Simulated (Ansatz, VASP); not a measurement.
## Two plane-wave programs on Sn2S3

```
CELL_PARAMETERS angstrom
3.65131 0.00000 0.00000
0.00000 6.05892 0.00000
0.00000 0.00000 31.48639
ATOMIC_POSITIONS crystal
Sn 0.50000 0.00000 0.34936
Sn 0.00000 0.00000 0.44979
Sn 0.50000 0.00000 0.55021
Sn 0.00000 0.00000 0.65064
S 0.00000 0.24324 0.38283
S 0.50000 0.75676 0.41631
S 0.50000 0.24324 0.48326
S 0.00000 0.75676 0.51674
S 0.00000 0.24324 0.58369
S 0.50000 0.75676 0.61717
```

Alike in both runs: task single point; functional PBEsol; k mesh 7 × 5 × 1; occupations gaussian, width 0.05 eV; no spin polarisation.

|  | VASP | Ansatz |
| --- | --- | --- |
| version | VASP 6.6.1 | Ansatz 0.2.0 |
| potentials or method | VASP PAW PBE potentials, release 64 (Sn_d, S), cutoff 400 eV | scalar-relativistic, plane waves, PAW |
| valence electrons in the cell | 92 | 92 |

VASP gave:

| Property | Result |
| --- | --- |
| gap on the k mesh at the Fermi level (eV) | 1.56 |
| least direct gap on the mesh (eV) | 1.64 |
| rms of the force components (eV/Å) | 0.074 |

Question: What did Ansatz give for the same quantities?

Answer: gap on the k mesh at the Fermi level (eV): 1.57; least direct gap on the mesh (eV): 1.65; rms of the force components (eV/Å): 0.070.

VASP's potentials were made for PBE, not for PBEsol. With one functional, cell and mesh, what is left measures potentials, basis and numerics.
